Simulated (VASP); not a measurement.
# P (Im-3m) in VASP: single point with PBEsol+D3(BJ)

Aim: the single point of P with PBEsol+D3(BJ).

Everything below comes from runs of VASP 6.6.1. Logs are shortened: lines on timing, memory, paths and dates and some standing lists are left out, and cuts for length are marked.

## 1. The cell of the first run

The structure is cubic, space group Im-3m (No. 229). The conventional cell has a = 5.310 Å, b = 5.310 Å, c = 5.310 Å, α = 90.00°, β = 90.00°, γ = 90.00°.

This isn't the form of P at room conditions, which is orthorhombic.

## 2. Single point, PBEsol+D3(BJ)

Input file INCAR:

```
SYSTEM = P
PREC = Accurate
ENCUT = 500
EDIFF = 1E-6
ISMEAR = -1
SIGMA = 0.1
LREAL = .False.
LASPH = .True.
NELM = 120
ALGO = Normal
ISIF = 2
LWAVE = .False.
LCHARG = .False.
GGA = PS
IVDW = 12
NBANDS = 12
GGA_COMPAT = .False.
```

Input file KPOINTS:

```
Automatic mesh
0
Gamma
  4 4 4
  0 0 0
```

Input file POSCAR:

```
P
1.0
    5.3100000000      0.0000000000      0.0000000000
    0.0000000000      5.3100000000      0.0000000000
    0.0000000000      0.0000000000      5.3100000000
P
2
Direct
    0.0000000000      0.0000000000      0.0000000000
    0.5000000000      0.5000000000      0.5000000000
```

Potentials or basis: VASP PAW PBE potentials, release 64 (P).

Command:

```sh
$ cat potpaw_PBE.64/P/POTCAR > POTCAR
$ mpirun -np 1 vasp_std > vasp.out
```

OUTCAR:

```text
SYSTEM = P
   PREC = Accurate
   ENCUT = 500
   EDIFF = 1E-6
   ISMEAR = -1
   LREAL = .False.
   LASPH = .True.
   NELM = 120
   ISIF = 2
   GGA = PS
   IVDW = 12
 IVDW          = 12

 ion  position               nearest neighbor table
   1  0.000  0.000  0.000-
   2  0.500  0.500  0.500-

  LATTYP: Found a simple cubic cell.
 ALAT       =     5.3100000000

  Lattice vectors:

 A1 = (   5.3100000000,   0.0000000000,   0.0000000000)
 A2 = (   0.0000000000,   5.3100000000,   0.0000000000)
 A3 = (   0.0000000000,   0.0000000000,   5.3100000000)

Analysis of symmetry for initial positions (statically):
=====================================================================
 Subroutine PRICEL returns following result:

  LATTYP: Found a body centered cubic cell.
 ALAT       =     5.3100000000

  Lattice vectors:

 A1 = (   2.6550000000,   2.6550000000,  -2.6550000000)
 A2 = (  -2.6550000000,   2.6550000000,   2.6550000000)
 A3 = (   2.6550000000,  -2.6550000000,   2.6550000000)

   2 primitive cells build up your supercell.

 Routine SETGRP: Setting up the symmetry group for a
 simple cubic supercell.

 Subroutine GETGRP returns: Found 48 space group operations
 (whereof 48 operations were pure point group operations)
 out of a pool of 48 trial point group operations.

The static configuration has the point symmetry O_h .

Analysis of symmetry for dynamics (positions and initial velocities):
=====================================================================
 Subroutine PRICEL returns following result:

  LATTYP: Found a body centered cubic cell.
 ALAT       =     5.3100000000

  Lattice vectors:

 A1 = (   2.6550000000,   2.6550000000,  -2.6550000000)
 A2 = (  -2.6550000000,   2.6550000000,   2.6550000000)
 A3 = (   2.6550000000,  -2.6550000000,   2.6550000000)

   2 primitive cells build up your supercell.

 Routine SETGRP: Setting up the symmetry group for a
 simple cubic supercell.

 Subroutine GETGRP returns: Found 48 space group operations
 (whereof 48 operations were pure point group operations)
 out of a pool of 48 trial point group operations.

The dynamic configuration has the point symmetry O_h .

 Subroutine INISYM returns: Found 48 space group operations
 (whereof 48 operations are pure point group operations),
 and found     2 'primitive' translations

[... 81 lines left out ...]
   IBRION =     -1    ionic relax: 0-MD 1-quasi-New 2-CG
   NFREE  =      0    steps in history (QN), initial steepest desc. (CG)
   ISIF   =      2    stress and relaxation
   ISYM   =      2    0-nonsym 1-usesym 2-fastsym
   POTIM  = 0.5000    time-step for ionic-motion
   TEBEG  =    0.0;   TEEND  =   0.0 temperature during run
   PSTRESS=    0.0 pullay stress
   NELECT =      10.0000    total number of electrons
   NUPDOWN=      -1.0000    fix difference up-down
   EMIN   =  10.00;   EMAX   =-10.00  energy-range for DOS
   EFERMI =   0.00;   METHOD = LEGACY
   ISMEAR =    -1;   SIGMA  =   0.10  broadening in eV -4-tet -1-fermi 0-gaus
   EFERMI_NEDOS =   21; number of points for ismear=-14 and -15
   IALGO  =     38    algorithm
   IMIX   =      4    mixing-type and parameters
     AMIX     =   0.40;   BMIX     =  1.00
     AMIX_MAG =   1.60;   BMIX_MAG =  1.00
  volume/ion in A,a.u.               =      74.86       505.18
  Fermi-wavevector in a.u.,A,eV,Ry     =   0.664223  1.255199  6.002777  0.441192
  Thomas-Fermi vector in A             =   1.737844
   LORBIT       =      0    0 simple, 1 ext, 2 COOP (PROOUT), +10 PAW based schemes
   GGA     = PS    functional components
   LHFCALC =     F    Hartree Fock is set to
   AEXX    =    0.0000 exact exchange contribution
   IVDW    =    12    specifies the selected vdW correction
   LEPSILON=     F    determine dielectric tensor
   LRPA    =     F    only Hartree local field effects (RPA)
 non-spin polarized calculation
  energy-cutoff  :      500.00
  volume of cell :      149.72
 maximum number of plane-waves:      3840
 NGX is ok and might be reduce to    40
   NGX = 19   NGY = 19   NGZ = 19

 number of electron      10.0000000 magnetization

 number of electron       9.9999997 magnetization

 Free energy of the ion-electron system (eV)
  ---------------------------------------------------
  ext. energy  EPLUGINS =         0.00000000
  ---------------------------------------------------
  free energy    TOTEN  =        -2.09853904 eV

  energy without entropy =       -1.78541810  energy(sigma->0) =       -1.94197857

 E-fermi :  -2.8059     XC(G=0):  -5.3901

 val. band max:       -2.8405552448   @ k =   0.5000   0.5000   0.2500
 cond. band min:      -2.7583269359   @ k =   0.2500   0.2500   0.0000
 fundamental gap:      0.0822283088
 Fermi energy:        -2.8059042165

 k-point     1 :       0.0000    0.0000    0.0000
  band No.  band energies     occupation
      1     -11.5584      2.00000
      2     -11.2198      2.00000
      3      -3.0930      1.89279
      4      -3.0930      1.89279
      5      -3.0930      1.89279
      6      -2.3090      0.01380
      7      -2.3090      0.01380
      8      -2.3090      0.01380
      9       1.6443      0.00000
     10       3.2955      0.00000
     11       3.2955      0.00000
     12       6.1337      0.00000
[... 121 lines left out ...]
 k-point    10 :       0.5000    0.5000    0.5000
  band No.  band energies     occupation
      1     -11.3285      2.00000
      2     -11.3285      2.00000
      3      -3.0075      1.76485
      4      -3.0075      1.76485
      5      -3.0075      1.76485
      6      -3.0075      1.76485
      7      -3.0075      1.76485
      8      -3.0075      1.76485
      9       4.8045      0.00000
     10       4.8045      0.00000
     11       4.8045      0.00000
     12       4.8045      0.00000

------------------------ aborting loop because EDIFF is reached ----------------------------------------

 Edisp (eV)   -0.18427

 E8    (eV) :    -0.1108

  FORCE on cell =-STRESS in cart. coord.  units (eV):
  Direction    XX          YY          ZZ          XY          YZ          ZX
  --------------------------------------------------------------------------------------
  -------------------------------------------------------------------------------------
  Total      -3.47312    -3.47312    -3.47312     0.00000     0.00000    -0.00000
  in kB     -37.16610   -37.16610   -37.16610     0.00000     0.00000    -0.00000
  external pressure =      -37.17 kB  Pullay stress =        0.00 kB

 VOLUME and BASIS-vectors are now :
 -----------------------------------------------------------------------------
  energy-cutoff  :      500.00
  volume of cell :      149.72
      direct lattice vectors                 reciprocal lattice vectors
     5.310000000  0.000000000  0.000000000     0.188323917  0.000000000  0.000000000
     0.000000000  5.310000000  0.000000000     0.000000000  0.188323917  0.000000000
     0.000000000  0.000000000  5.310000000     0.000000000  0.000000000  0.188323917

 POSITION                                       TOTAL-FORCE (eV/Angst)
 -----------------------------------------------------------------------------------
      0.00000      0.00000      0.00000        -0.000000     -0.000000     -0.000000
      2.65500      2.65500      2.65500         0.000000      0.000000      0.000000
 -----------------------------------------------------------------------------------
    total drift:                                0.000000      0.000000     -0.000000

  FREE ENERGIE OF THE ION-ELECTRON SYSTEM (eV)
  ---------------------------------------------------
  free  energy   TOTEN  =        -2.2828081151 eV

  energy  without entropy=       -1.9696871825  energy(sigma->0) =       -2.12624765
```

OSZICAR:

```text
N       E                     dE             d eps       ncg     rms          rms(c)
DAV:   1     0.252418764276E+02    0.25242E+02   -0.27988E+03   240   0.543E+02
DAV:   2    -0.145415245955E+00   -0.25387E+02   -0.24843E+02   352   0.796E+01
DAV:   3    -0.209046788529E+01   -0.19451E+01   -0.18738E+01   288   0.218E+01
DAV:   4    -0.212903671854E+01   -0.38569E-01   -0.38482E-01   288   0.379E+00
DAV:   5    -0.212997315041E+01   -0.93643E-03   -0.93635E-03   300   0.596E-01    0.777E-01
DAV:   6    -0.210041860660E+01    0.29555E-01   -0.37194E-02   284   0.806E-01    0.422E-01
DAV:   7    -0.209588151182E+01    0.45371E-02   -0.37782E-02   276   0.825E-01    0.206E-01
DAV:   8    -0.209845468006E+01   -0.25732E-02   -0.25329E-03   264   0.247E-01    0.275E-02
DAV:   9    -0.209848777742E+01   -0.33097E-04   -0.32934E-05   308   0.357E-02    0.111E-02
DAV:  10    -0.209853708654E+01   -0.49309E-04   -0.61802E-05   256   0.400E-02    0.296E-03
DAV:  11    -0.209853867566E+01   -0.15891E-05   -0.27467E-06   288   0.868E-03    0.940E-04
DAV:  12    -0.209853903745E+01   -0.36179E-06   -0.21357E-07   192   0.245E-03
   1 F= -.22828081E+01 E0= -.21262476E+01  d E =-.313121E+00
```

Run time: 16 s. Hardware: 1 thread of Intel Xeon 8259CL, shared host; peak memory 0.23 GiB.

Results:

```yaml
Free_energy: -2.2828 eV
Pressure: -3.7 GPa
Band_gap_on_the_k_mesh: zero (bands 5 and 6 overlap by 0.35 eV)
Dispersion_energy_per_atom: -0.092 eV
```

Levels at points of the mesh, in eV from the Fermi level:
| k point | band 2 | band 3 | band 4 | band 5 | band 6 | band 7 | band 8 | band 9 |
| --- | --- | --- | --- | --- | --- | --- | --- | --- |
| (0.00, 0.00, 0.00) | -8.41 | -0.29 | -0.29 | -0.29 | 0.50 | 0.50 | 0.50 | 4.45 |
| (0.50, 0.00, 0.00) | -8.57 | -0.28 | -0.28 | 0.11 | 0.11 | 0.11 | 0.11 | 6.39 |
| (0.50, 0.50, 0.00) | -8.54 | -0.78 | -0.78 | 0.15 | 0.15 | 0.46 | 0.46 | 5.96 |
| (0.50, 0.50, 0.50) | -8.52 | -0.20 | -0.20 | -0.20 | -0.20 | -0.20 | -0.20 | 7.61 |

Caveat: three body term missing; the cell stands under tension; the PAW data sets were made with another functional, which shifts forces and pressure a little.
